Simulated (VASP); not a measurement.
# Li2CaO2 (P-3m1) in VASP: notebook

Li2CaO2 is run at these levels: PBE; tasks: single point.

Everything below comes from runs of VASP 6.6.1. Logs are shortened: lines on timing, memory, paths and dates and some standing lists are left out, and cuts for length are marked.

## 1. The cell of the first run

Symmetry: P-3m1, No. 164, trigonal system. The conventional cell has a = 3.886 Å, b = 3.886 Å, c = 8.128 Å, α = 90.00°, β = 90.00°, γ = 120.00°. Li (site symmetry 3m) has 3 O at 2.45 Å within 3.2 Å. Ca (site symmetry -3m) has 6 O at 2.86 Å and 6 Li at 3.56 Å and 6 Ca at 3.89 Å within 3.9 Å. O (site symmetry 3m) has 3 Li at 2.45 Å and 3 Ca at 2.86 Å within 3.2 Å.

## 2. Single point, PBE

File INCAR:

```
PREC     = Accurate       # precision mode
ENCUT    = 520            # plane-wave cutoff, eV
EDIFF    = 1E-6           # SCF threshold, eV
ISMEAR   = 0              # smearing method
SIGMA    = 0.1            # smearing width, eV
LREAL    = F              # projectors in reciprocal space
LASPH    = T              # aspherical terms in the spheres
NELM     = 100            # most SCF steps
ALGO     = Normal         # electronic algorithm
ISIF     = 2              # what is computed and relaxed
LWAVE    = F              # write WAVECAR
LCHARG   = F              # write CHGCAR
GGA      = PE             # functional
NBANDS   = 22             # bands
```

File KPOINTS:

```
Automatic mesh
0
Gamma
  6 6 2
```

File POSCAR:

```
Li2CaO2
1.0
    3.8862865700      0.0000000000      0.0000000000
   -1.9431432800      3.3656228900      0.0000000000
    0.0000000000      0.0000000000      8.1277130200
Li Ca O
2 1 2
Direct
    0.3333333300      0.6666666700      0.8393627200
    0.6666666700      0.3333333300      0.1606372800
    0.0000000000      0.0000000000      0.5000000000
    0.3333333300      0.6666666700      0.2819426600
    0.6666666700      0.3333333300      0.7180573400
```

Potentials or basis: VASP PAW PBE potentials, release 64 (Li_sv, Ca_sv, O).

Launch:

```sh
$ cat potpaw_PBE.64/Li_sv/POTCAR potpaw_PBE.64/Ca_sv/POTCAR potpaw_PBE.64/O/POTCAR > POTCAR
$ mpirun -np 1 vasp_std > vasp.out
```

OUTCAR:

```text
PREC = Accurate
   ENCUT = 520
   EDIFF = 1E-6
   ISMEAR = 0
   LREAL = F
   LASPH = T
   NELM = 100
   ISIF = 2
   GGA = PE

 ion  position               nearest neighbor table
   1  0.333  0.667  0.839-
   2  0.667  0.333  0.161-
   3  0.000  0.000  0.500-
   4  0.333  0.667  0.282-
   5  0.667  0.333  0.718-

  LATTYP: Found a hexagonal cell.
 ALAT       =     3.8862865700
 C/A-ratio  =     2.0913828339

  Lattice vectors:

 A1 = (   3.8862865700,   0.0000000000,   0.0000000000)
 A2 = (  -1.9431432800,   3.3656228900,   0.0000000000)
 A3 = (   0.0000000000,   0.0000000000,   8.1277130200)

Analysis of symmetry for initial positions (statically):
=====================================================================
 Subroutine PRICEL returns:
 Original cell was already a primitive cell.

 Routine SETGRP: Setting up the symmetry group for a
 hexagonal supercell.

 Subroutine GETGRP returns: Found 12 space group operations
 (whereof 12 operations were pure point group operations)
 out of a pool of 24 trial point group operations.

The static configuration has the point symmetry D_3d.

Analysis of symmetry for dynamics (positions and initial velocities):
=====================================================================
 Subroutine PRICEL returns:
 Original cell was already a primitive cell.

 Routine SETGRP: Setting up the symmetry group for a
 hexagonal supercell.

 Subroutine GETGRP returns: Found 12 space group operations
 (whereof 12 operations were pure point group operations)
 out of a pool of 24 trial point group operations.

The dynamic configuration has the point symmetry D_3d.

 Subroutine INISYM returns: Found 12 space group operations
 (whereof 12 operations are pure point group operations),
 and found     1 'primitive' translations

----------------------------------------------------------------------------------------

                                     Primitive cell

  volume of cell :     106.3087

  direct lattice vectors                    reciprocal lattice vectors
[... 77 lines left out ...]
   LNONCOLLINEAR =      F non collinear calculations
   LSORBIT =      F    spin-orbit coupling
   LASPH  =      T    aspherical Exc in radial PAW
   ENCUT  =  520.0 eV  38.22 Ry    6.18 a.u.   7.23  7.23 15.11*2*pi/ulx,y,z
   NELM   =    100;   NELMIN=  2; NELMDL= -5     # of ELM steps
   EDIFF  = 0.1E-05   stopping-criterion for ELM
   LREAL  =      F    real-space projection
   EDIFFG = 0.1E-04   stopping-criterion for IOM
   NSW    =      0    number of steps for IOM
   IBRION =     -1    ionic relax: 0-MD 1-quasi-New 2-CG
   NFREE  =      0    steps in history (QN), initial steepest desc. (CG)
   ISIF   =      2    stress and relaxation
   ISYM   =      2    0-nonsym 1-usesym 2-fastsym
   POTIM  = 0.5000    time-step for ionic-motion
   TEBEG  =    0.0;   TEEND  =   0.0 temperature during run
   PSTRESS=    0.0 pullay stress
   NELECT =      28.0000    total number of electrons
   NUPDOWN=      -1.0000    fix difference up-down
   EMIN   =  10.00;   EMAX   =-10.00  energy-range for DOS
   EFERMI =   0.00;   METHOD = LEGACY
   ISMEAR =     0;   SIGMA  =   0.10  broadening in eV -4-tet -1-fermi 0-gaus
   EFERMI_NEDOS =   21; number of points for ismear=-14 and -15
   IALGO  =     38    algorithm
   IMIX   =      4    mixing-type and parameters
     AMIX     =   0.40;   BMIX     =  1.00
     AMIX_MAG =   1.60;   BMIX_MAG =  1.00
  volume/ion in A,a.u.               =      21.26       143.48
  Fermi-wavevector in a.u.,A,eV,Ry     =   1.049393  1.983064 14.983071  1.101225
  Thomas-Fermi vector in A             =   2.184353
   LORBIT       =      0    0 simple, 1 ext, 2 COOP (PROOUT), +10 PAW based schemes
   GGA     = PE    functional components
   LHFCALC =     F    Hartree Fock is set to
   AEXX    =    0.0000 exact exchange contribution
   IVDW    =     0    specifies the selected vdW correction
   LEPSILON=     F    determine dielectric tensor
   LRPA    =     F    only Hartree local field effects (RPA)
 non-spin polarized calculation
 Gauss-broadening in eV      SIGMA  =   0.10
  energy-cutoff  :      520.00
  volume of cell :      106.31
 maximum number of plane-waves:      2889
 NGX is ok and might be reduce to    30

 number of electron      27.9999974 magnetization

 Free energy of the ion-electron system (eV)
  ---------------------------------------------------
  ext. energy  EPLUGINS =         0.00000000
  ---------------------------------------------------
  free energy    TOTEN  =       -23.02961212 eV

  energy without entropy =      -23.02961212  energy(sigma->0) =      -23.02961212

 E-fermi :  -0.1426     XC(G=0):  -7.2965

 val. band max:       -0.5657588298   @ k =   0.0000   0.0000   0.0000
 cond. band min:       0.3492416437   @ k =   0.0000   0.0000   0.0000
 fundamental gap:      0.9150004735
 Fermi energy:        -0.1426464490

 k-point     1 :       0.0000    0.0000    0.0000
  band No.  band energies     occupation
      1     -46.1448      2.00000
      2     -46.1428      2.00000
      3     -40.7084      2.00000
      4     -21.6372      2.00000
      5     -21.6372      2.00000
      6     -21.6218      2.00000
[... 339 lines left out ...]
     21       5.4178      0.00000
     22       5.4178      0.00000

------------------------ aborting loop because EDIFF is reached ----------------------------------------

  FORCE on cell =-STRESS in cart. coord.  units (eV):
  Direction    XX          YY          ZZ          XY          YZ          ZX
  --------------------------------------------------------------------------------------
  -------------------------------------------------------------------------------------
  Total       -8.9171912     -8.9171911    -11.0689905     -0.0000000      0.0000000     -0.0000000
  in kB     -134.3909501   -134.3909496   -166.8207087     -0.0000002      0.0000000     -0.0000000
  external PRESSURE =    -145.2008695 kB  Pullay stress =       0.0000000 kB

 VOLUME and BASIS-vectors are now :
 -----------------------------------------------------------------------------
  energy-cutoff  :      520.00
  volume of cell :      106.31
      direct lattice vectors                 reciprocal lattice vectors
     3.886286570  0.000000000  0.000000000     0.257315044  0.148560910  0.000000000
    -1.943143280  3.365622890  0.000000000     0.000000000  0.297121820  0.000000000
     0.000000000  0.000000000  8.127713020     0.000000000  0.000000000  0.123035840

 POSITION                                       TOTAL-FORCE (eV/Angst)
 -----------------------------------------------------------------------------------
     -0.00000      2.24375      6.82210        -0.000000      0.000000     -1.232221
      1.94314      1.12187      1.30561         0.000000     -0.000000      1.232221
      0.00000      0.00000      4.06386        -0.000000      0.000000      0.000000
     -0.00000      2.24375      2.29155         0.000000      0.000000      0.501811
      1.94314      1.12187      5.83616        -0.000000     -0.000000     -0.501811
 -----------------------------------------------------------------------------------
    total drift:                                0.000000      0.000000      0.000000

  FREE ENERGIE OF THE ION-ELECTRON SYSTEM (eV)
  ---------------------------------------------------
  free  energy   TOTEN  =       -23.0296121199 eV

  energy  without entropy=      -23.0296121199  energy(sigma->0) =      -23.02961212
```

OSZICAR:

```text
N       E                     dE             d eps       ncg     rms          rms(c)
DAV:   1     0.233888727634E+03    0.23389E+03   -0.13364E+04   616   0.123E+03
DAV:   2    -0.454962057790E+01   -0.23844E+03   -0.23083E+03   826   0.330E+02
DAV:   3    -0.253712307090E+02   -0.20822E+02   -0.20693E+02   876   0.850E+01
DAV:   4    -0.281567517699E+02   -0.27855E+01   -0.27802E+01  1132   0.218E+01
DAV:   5    -0.282643878120E+02   -0.10764E+00   -0.10763E+00   780   0.407E+00    0.131E+01
DAV:   6    -0.238528589334E+02    0.44115E+01   -0.41288E+01   708   0.241E+01    0.856E+00
DAV:   7    -0.231549168783E+02    0.69794E+00   -0.48610E+00   750   0.103E+01    0.274E+00
DAV:   8    -0.230276554966E+02    0.12726E+00   -0.68424E-01   834   0.448E+00    0.839E-01
DAV:   9    -0.230244872263E+02    0.31683E-02   -0.10617E-01   806   0.141E+00    0.294E-01
DAV:  10    -0.230290655709E+02   -0.45783E-02   -0.13761E-02   726   0.565E-01    0.938E-02
DAV:  11    -0.230294975108E+02   -0.43194E-03   -0.16169E-03   886   0.176E-01    0.271E-02
DAV:  12    -0.230296112799E+02   -0.11377E-03   -0.24610E-04   666   0.870E-02    0.214E-02
DAV:  13    -0.230296125903E+02   -0.13103E-05   -0.99638E-05   880   0.441E-02    0.115E-02
DAV:  14    -0.230296121807E+02    0.40955E-06   -0.13436E-05   808   0.154E-02    0.178E-03
DAV:  15    -0.230296121199E+02    0.60752E-07   -0.87491E-07   528   0.466E-03
   1 F= -.23029612E+02 E0= -.23029612E+02  d E =-.360840E-10
```

stdout:

```text
POSCAR found type information on POSCAR LiCaO
 POSCAR found :  3 types and       5 ions
 scaLAPACK will be used
 LDA part: xc-table for (Slater+PW92), standard interpolation
 POSCAR, INCAR and KPOINTS ok, starting setup
 FFT: planning ... GRIDC
 FFT: planning ... GRID_SOFT
 FFT: planning ... GRID
 WAVECAR not read
 entering main loop
```

It took 18 s on 1 thread of Intel Xeon 6975P-C (Granite Rapids), shared host; peak memory 0.23 GiB.

Results:

```yaml
Free_energy: -23.0296 eV
Largest_force: 1.232 eV/Å
Band_gap_on_the_k_mesh: 0.92 eV
```

Forces on the atoms (eV/Å):
```
Li   0.000  0.000 -1.232
Li   0.000  0.000  1.232
Ca   0.000  0.000  0.000
O    0.000  0.000  0.502
O    0.000  0.000 -0.502
```

Caveat: the cutoff is under 1.25 times the usual one of these potentials, so pressure, stress and relaxed cells hold a basis-set (Pulay) error; forces of over 1 eV/Å act on the atoms, so gaps and moduli don't describe the material at rest.

## 3. Single point, PBE

This run uses another cell than the first one: it holds 10 atoms, not 5.

File INCAR:

```
  PREC = Accurate
  ENCUT = 520
  EDIFF = 1E-7
  ISMEAR = 0
  SIGMA = 0.1
  LREAL = F
  LASPH = T
  NELM = 100
  ALGO = Normal
  ISIF = 2
  LWAVE = F
  LCHARG = F
  GGA = PE
  NBANDS = 39
```

File KPOINTS:

```
regular mesh
0
Gamma
  6 6 2
```

File POSCAR:

```
Li2CaO2
1.0
    3.3597039113      0.0000000000      0.0000000000
   -1.6798519557      2.9095889364      0.0000000000
    0.0000000000      0.0000000000     10.9435495952
Li Ca O
4 2 4
Direct
    0.3333333333      0.6666666667      0.4419751135
    0.3333333333      0.6666666667      0.9419751135
    0.6666666667      0.3333333333      0.0580248865
    0.6666666667      0.3333333333      0.5580248865
    0.0000000000      0.0000000000      0.2500000000
    0.0000000000      0.0000000000      0.7500000000
    0.3333333333      0.6666666667      0.1218665422
    0.3333333333      0.6666666667      0.6218665422
    0.6666666667      0.3333333333      0.3781334578
    0.6666666667      0.3333333333      0.8781334578
```

Potentials or basis: VASP PAW PBE potentials, release 64 (Li_sv, Ca_sv, O).

Launch:

```sh
$ cat potpaw_PBE.64/Li_sv/POTCAR potpaw_PBE.64/Ca_sv/POTCAR potpaw_PBE.64/O/POTCAR > POTCAR
$ mpirun -np 1 vasp_std > vasp.out
```

OUTCAR:

```text
PREC = Accurate
   ENCUT = 520
   EDIFF = 1E-7
   ISMEAR = 0
   LREAL = F
   LASPH = T
   NELM = 100
   ISIF = 2
   GGA = PE

 ion  position               nearest neighbor table
   1  0.333  0.667  0.442-   8 1.97   9 2.06   9 2.06   9 2.06   4 2.32   4 2.32   4 2.32   5 2.86
                             5 2.86   5 2.86
   2  0.333  0.667  0.942-   7 1.97  10 2.06  10 2.06  10 2.06   3 2.32   3 2.32   3 2.32   6 2.86
                             6 2.86   6 2.86
   3  0.667  0.333  0.058-  10 1.97   7 2.06   7 2.06   7 2.06   2 2.32   2 2.32   2 2.32   5 2.86
                             5 2.86   5 2.86
   4  0.667  0.333  0.558-   9 1.97   8 2.06   8 2.06   8 2.06   1 2.32   1 2.32   1 2.32   6 2.86
[... 816 lines left out ...]

 VOLUME and BASIS-vectors are now :
 -----------------------------------------------------------------------------
  energy-cutoff  :      520.00
  volume of cell :      106.98
      direct lattice vectors                 reciprocal lattice vectors
     3.359703911  0.000000000  0.000000000     0.297645277  0.171845581  0.000000000
    -1.679851956  2.909588936  0.000000000     0.000000000  0.343691161  0.000000000
     0.000000000  0.000000000 10.943549595     0.000000000  0.000000000  0.091378030

 POSITION                                       TOTAL-FORCE (eV/Angst)
 -----------------------------------------------------------------------------------
     -0.00000      1.93973      4.83678        -0.000000     -0.000000     -0.009915
     -0.00000      1.93973     10.30855        -0.000000     -0.000000     -0.009915
      1.67985      0.96986      0.63500         0.000000      0.000000      0.009915
      1.67985      0.96986      6.10677         0.000000      0.000000      0.009915
      0.00000      0.00000      2.73589         0.000000      0.000000      0.000000
      0.00000      0.00000      8.20766         0.000000      0.000000      0.000000
     -0.00000      1.93973      1.33365         0.000000     -0.000000     -0.028069
     -0.00000      1.93973      6.80543         0.000000      0.000000     -0.028069
      1.67985      0.96986      4.13812        -0.000000     -0.000000      0.028069
      1.67985      0.96986      9.60990        -0.000000      0.000000      0.028069
 -----------------------------------------------------------------------------------
    total drift:                                0.000000     -0.000000      0.000000

  FREE ENERGIE OF THE ION-ELECTRON SYSTEM (eV)
  ---------------------------------------------------
  free  energy   TOTEN  =       -54.0802720999 eV

  energy  without entropy=      -54.0802720999  energy(sigma->0) =      -54.08027210
```

It took 50 s on 1 thread of Intel Xeon 6975P-C (Granite Rapids), shared host; peak memory 0.25 GiB.

What came out:

* Free energy: -54.0803 eV
* Largest force: 0.028 eV/Å
* Band gap on the k mesh: 4.65 eV

Forces in eV/Å, atoms in the order of the input:
```
Li   0.000  0.000 -0.010
Li   0.000  0.000 -0.010
Li   0.000  0.000  0.010
Li   0.000  0.000  0.010
Ca   0.000  0.000  0.000
Ca   0.000  0.000  0.000
O    0.000  0.000 -0.028
O    0.000  0.000 -0.028
O    0.000  0.000  0.028
O    0.000  0.000  0.028
```

Caveat: the cutoff is under 1.25 times the usual one of these potentials, so pressure, stress and relaxed cells hold a basis-set (Pulay) error.

[end of part 1 of 2]
